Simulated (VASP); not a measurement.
Wanted: the native input for a VASP 6.6.1 run.

```
Task                   : relaxation of shape and atoms at fixed volume
Functional             : r2SCAN
Potentials or basis    : VASP PAW PBE potentials, release 64 (Ba_sv, S)
Cutoff                 : 600 eV
k mesh                 : 6 × 6 × 6
Occupations            : gaussian, width 0.05 eV
Spin                   : no spin polarisation
Dipole correction      : no
Further INCAR settings : ALGO = Normal; EDIFF = 1e-06; IBRION = 2; EDIFFG = -0.01; NSW = 60; ISIF = 4
```

The system is BaS.

```xyz
2
Lattice="4.3601 0.0000 0.0000 -2.1801 3.7760 0.0000 0.0000 0.0000 3.9749" Properties=species:S:1:pos:R:3 pbc="T T T"
Ba    0.0000    0.0000    0.0000
S     2.1801    1.2587    1.9874
```

The input as run:

POSCAR

```
BaS
1.0
    4.3601207102      0.0000000000      0.0000000000
   -2.1800603551      3.7759752986      0.0000000000
    0.0000000000      0.0000000000      3.9748508368
Ba S
1 1
Direct
    0.0000000000      0.0000000000      0.0000000000
    0.6666666667      0.3333333333      0.5000000000
```

INCAR.step1

```
SYSTEM = BaS
PREC = Accurate
ENCUT = 600
ISMEAR = 0
SIGMA = 0.05
LREAL = .FALSE.
LASPH = .TRUE.
NELM = 80
GGA = PE
ALGO = Normal
EDIFF = 1E-4
LWAVE = .TRUE.
LCHARG = .FALSE.
```

INCAR.step2

```
SYSTEM = BaS
PREC = Accurate
ENCUT = 600
EDIFF = 1E-6
ISMEAR = 0
SIGMA = 0.05
LREAL = .FALSE.
LASPH = .TRUE.
NELM = 80
ALGO = Normal
ISIF = 4
LWAVE = .FALSE.
LCHARG = .FALSE.
METAGGA = R2SCAN
LMIXTAU = .TRUE.
IBRION = 2
NSW = 60
EDIFFG = -0.01
ISTART = 1
```

KPOINTS

```
regular mesh
0
G
  6 6 6
  0 0 0
```

Potentials or basis: VASP PAW PBE potentials, release 64 (Ba_sv, S).

Run with:

```console
$ cat potpaw_PBE.64/Ba_sv/POTCAR potpaw_PBE.64/S/POTCAR > POTCAR
$ cp INCAR.step1 INCAR
$ mpirun -np 1 vasp_std > vasp.out
$ cp INCAR.step2 INCAR
$ mpirun -np 1 vasp_std > vasp.out
```

Results of the run:

The energy gained by relaxing is 0.1 meV/atom and the ionic steps are 2. The pressure after relaxing is 0.6 GPa and the band gap on the k mesh is 2.34 eV.

Caveat: the PAW data sets were made with another functional, which shifts forces and pressure a little; spin-orbit coupling is left out, which moves the levels of the heavy elements.

Run time: 2 min on 1 thread of Intel(R) Xeon(R) Platinum 8259CL CPU @ 2.50GHz (Skylake/Cascade Lake), with other jobs on the host, peak memory 0.22 GiB.
